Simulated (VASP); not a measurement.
# NaCl (km) (Fm-3m) in VASP: single point with PBEsol

Aim: the single point of NaCl (km) with PBEsol.

Program: VASP 6.6.1. These are calculated values, not measurements. Logs are shortened: lines on timing, memory, paths and dates and some standing lists are left out, and cuts for length are marked.

**1. The cell of the first run**

The structure is cubic, space group Fm-3m (No. 225). The conventional cell has a = 5.602 Å, b = 5.602 Å, c = 5.602 Å, α = 90.00°, β = 90.00°, γ = 90.00°. Na (site symmetry m-3m) has 6 Cl at 2.80 Å within 3.7 Å. Cl (site symmetry m-3m) has 6 Na at 2.80 Å within 3.7 Å.

**2. Single point, PBEsol**

Input file INCAR:

```
ALGO = Normal ; EDIFF = 1E-6
ENCUT = 500 ; GGA = PS
GGA_COMPAT = False ; ISIF = 2
ISMEAR = 0 ; LASPH = True
LCHARG = False ; LREAL = False
LWAVE = False ; NBANDS = 14
NELM = 120 ; PREC = Accurate
SIGMA = 0.02
```

Input file KPOINTS:

```
k-points
0
Gamma
  4 4 4
```

Input file POSCAR:

```
NaCl
1.0
    0.0000000000      2.8008969589      2.8008969589
    2.8008969589      0.0000000000      2.8008969589
    2.8008969589      2.8008969589      0.0000000000
Na Cl
1 1
Direct
    0.0000000000      0.0000000000      0.0000000000
    0.5000000000      0.5000000000      0.5000000000
```

Potentials or basis: VASP PAW PBE potentials, release 64 (Na_pv, Cl).

Run with:

```bash
> cat potpaw_PBE.64/Na_pv/POTCAR potpaw_PBE.64/Cl/POTCAR > POTCAR
> mpirun -np 1 vasp_std > vasp.out
```

OUTCAR:

```text
EDIFF = 1E-6
   ENCUT = 500
   GGA = PS
   ISIF = 2
   ISMEAR = 0
   LASPH = True
   LREAL = False
   NELM = 120
   PREC = Accurate

 ion  position               nearest neighbor table
   1  0.000  0.000  0.000-
   2  0.500  0.500  0.500-

  LATTYP: Found a face centered cubic cell.
 ALAT       =     5.6017939178

  Lattice vectors:

 A1 = (   0.0000000000,   2.8008969589,   2.8008969589)
 A2 = (   2.8008969589,   0.0000000000,   2.8008969589)
 A3 = (   2.8008969589,   2.8008969589,   0.0000000000)

Analysis of symmetry for initial positions (statically):
=====================================================================
 Subroutine PRICEL returns:
 Original cell was already a primitive cell.

 Routine SETGRP: Setting up the symmetry group for a
 face centered cubic supercell.

 Subroutine GETGRP returns: Found 48 space group operations
 (whereof 48 operations were pure point group operations)
 out of a pool of 48 trial point group operations.

The static configuration has the point symmetry O_h .

Analysis of symmetry for dynamics (positions and initial velocities):
=====================================================================
 Subroutine PRICEL returns:
 Original cell was already a primitive cell.

 Routine SETGRP: Setting up the symmetry group for a
 face centered cubic supercell.

 Subroutine GETGRP returns: Found 48 space group operations
 (whereof 48 operations were pure point group operations)
 out of a pool of 48 trial point group operations.

The dynamic configuration has the point symmetry O_h .

 Subroutine INISYM returns: Found 48 space group operations
 (whereof 48 operations are pure point group operations),
 and found     1 'primitive' translations

----------------------------------------------------------------------------------------

                                     Primitive cell

  volume of cell :      43.9462

  direct lattice vectors                    reciprocal lattice vectors
     0.000000000  2.800896959  2.800896959    -0.178514243  0.178514243  0.178514243
     2.800896959  0.000000000  2.800896959     0.178514243 -0.178514243  0.178514243
     2.800896959  2.800896959  0.000000000     0.178514243  0.178514243 -0.178514243

  length of vectors
     3.961066466  3.961066466  3.961066466     0.309195739  0.309195739  0.309195739

  position of ions in fractional coordinates (direct lattice)
     0.000000000  0.000000000  0.000000000
[... 70 lines left out ...]
   TEBEG  =    0.0;   TEEND  =   0.0 temperature during run
   PSTRESS=    0.0 pullay stress
   NELECT =      14.0000    total number of electrons
   NUPDOWN=      -1.0000    fix difference up-down
   EMIN   =  10.00;   EMAX   =-10.00  energy-range for DOS
   EFERMI =   0.00;   METHOD = LEGACY
   ISMEAR =     0;   SIGMA  =   0.02  broadening in eV -4-tet -1-fermi 0-gaus
   EFERMI_NEDOS =   21; number of points for ismear=-14 and -15
   IALGO  =     38    algorithm
   IMIX   =      4    mixing-type and parameters
     AMIX     =   0.40;   BMIX     =  1.00
     AMIX_MAG =   1.60;   BMIX_MAG =  1.00
  volume/ion in A,a.u.               =      21.97       148.28
  Fermi-wavevector in a.u.,A,eV,Ry     =   1.118091  2.112885 17.009009  1.250127
  Thomas-Fermi vector in A             =   2.254719
   LORBIT       =      0    0 simple, 1 ext, 2 COOP (PROOUT), +10 PAW based schemes
   GGA     = PS    functional components
   LHFCALC =     F    Hartree Fock is set to
   AEXX    =    0.0000 exact exchange contribution
   IVDW    =     0    specifies the selected vdW correction
   LEPSILON=     F    determine dielectric tensor
   LRPA    =     F    only Hartree local field effects (RPA)
 non-spin polarized calculation
 Gauss-broadening in eV      SIGMA  =   0.02
  energy-cutoff  :      500.00
  volume of cell :       43.95
 maximum number of plane-waves:      1139
 NGX is ok and might be reduce to    30
   NGX = 15   NGY = 15   NGZ = 15

 number of electron      14.0000004 magnetization

 Free energy of the ion-electron system (eV)
  ---------------------------------------------------
  ext. energy  EPLUGINS =         0.00000000
  ---------------------------------------------------
  free energy    TOTEN  =        -6.99612406 eV

  energy without entropy =       -6.99612406  energy(sigma->0) =       -6.99612406

 E-fermi :  -0.5589     XC(G=0):  -8.4228

 val. band max:       -0.6630932902   @ k =   0.0000   0.0000   0.0000
 cond. band min:       4.3421566762   @ k =   0.0000   0.0000   0.0000
 fundamental gap:      5.0052499664
 Fermi energy:        -0.5589048746

 k-point     1 :       0.0000    0.0000    0.0000
  band No.  band energies     occupation
      1     -21.2811      2.00000
      2     -21.2811      2.00000
      3     -21.2811      2.00000
      4     -13.3546      2.00000
      5      -0.6631      2.00000
      6      -0.6631      2.00000
      7      -0.6631      2.00000
      8       4.3422      0.00000
      9      10.3518      0.00000
     10      10.3518      0.00000
     11      10.3518      0.00000
     12      12.5996      0.00000
     13      12.5996      0.00000
     14      14.0066      0.00000
[... 105 lines left out ...]
      1     -21.2971      2.00000
      2     -21.2971      2.00000
      3     -21.2928      2.00000
      4     -12.9179      2.00000
      5      -1.9233      2.00000
      6      -1.9233      2.00000
      7      -1.4614      2.00000
      8       8.1669      0.00000
      9       8.9175      0.00000
     10       8.9175      0.00000
     11      10.6569      0.00000
     12      15.0642      0.00000
     13      15.0642      0.00000
     14      15.7058      0.00000

------------------------ aborting loop because EDIFF is reached ----------------------------------------

  FORCE on cell =-STRESS in cart. coord.  units (eV):
  Direction    XX          YY          ZZ          XY          YZ          ZX
  --------------------------------------------------------------------------------------
  -------------------------------------------------------------------------------------
  Total        0.0073973      0.0073973      0.0073973      0.0000000      0.0000000     -0.0000000
  in kB        0.2696890      0.2696890      0.2696890      0.0000000      0.0000000     -0.0000000
  external PRESSURE =       0.2696890 kB  Pullay stress =       0.0000000 kB

 VOLUME and BASIS-vectors are now :
 -----------------------------------------------------------------------------
  energy-cutoff  :      500.00
  volume of cell :       43.95
      direct lattice vectors                 reciprocal lattice vectors
     0.000000000  2.800896959  2.800896959    -0.178514243  0.178514243  0.178514243
     2.800896959  0.000000000  2.800896959     0.178514243 -0.178514243  0.178514243
     2.800896959  2.800896959  0.000000000     0.178514243  0.178514243 -0.178514243

 POSITION                                       TOTAL-FORCE (eV/Angst)
 -----------------------------------------------------------------------------------
      0.00000      0.00000      0.00000        -0.000000     -0.000000     -0.000000
      2.80090      2.80090      2.80090         0.000000      0.000000      0.000000
 -----------------------------------------------------------------------------------
    total drift:                               -0.000000      0.000000      0.000000

  FREE ENERGIE OF THE ION-ELECTRON SYSTEM (eV)
  ---------------------------------------------------
  free  energy   TOTEN  =        -6.9961240556 eV

  energy  without entropy=       -6.9961240556  energy(sigma->0) =       -6.99612406
```

OSZICAR:

```text
N       E                     dE             d eps       ncg     rms          rms(c)
DAV:   1     0.101196954909E+03    0.10120E+03   -0.65115E+03   230   0.981E+02
DAV:   2     0.227299338905E+00   -0.10097E+03   -0.94302E+02   260   0.284E+02
DAV:   3    -0.704447325736E+01   -0.72718E+01   -0.72442E+01   290   0.702E+01
DAV:   4    -0.715613047217E+01   -0.11166E+00   -0.11162E+00   248   0.949E+00
DAV:   5    -0.715861261577E+01   -0.24821E-02   -0.24820E-02   292   0.141E+00    0.192E+00
DAV:   6    -0.700335532445E+01    0.15526E+00   -0.25053E-01   254   0.350E+00    0.138E+00
DAV:   7    -0.699274850387E+01    0.10607E-01   -0.62920E-02   308   0.164E+00    0.938E-01
DAV:   8    -0.699621591609E+01   -0.34674E-02   -0.77489E-03   242   0.793E-01    0.299E-01
DAV:   9    -0.699609835214E+01    0.11756E-03   -0.19805E-04   302   0.107E-01    0.182E-01
DAV:  10    -0.699613540216E+01   -0.37050E-04   -0.29248E-04   242   0.103E-01    0.634E-02
DAV:  11    -0.699612494729E+01    0.10455E-04   -0.19995E-05   284   0.322E-02    0.201E-02
DAV:  12    -0.699612405562E+01    0.89166E-06   -0.29812E-06   248   0.102E-02
   1 F= -.69961241E+01 E0= -.69961241E+01  d E =-.865889E-15
```

Run time: 11 s. Hardware: 1 thread of AMD EPYC 7R13, shared host; peak memory 0.12 GiB.

Results:

```
Free energy            : -6.9961 eV
Pressure               : 0.0 GPa
Band gap on the k mesh : 5.01 eV, direct
```

Caveat: the k points lie up to 0.49 Å⁻¹ apart; the PAW data sets were made with another functional, which shifts forces and pressure a little.
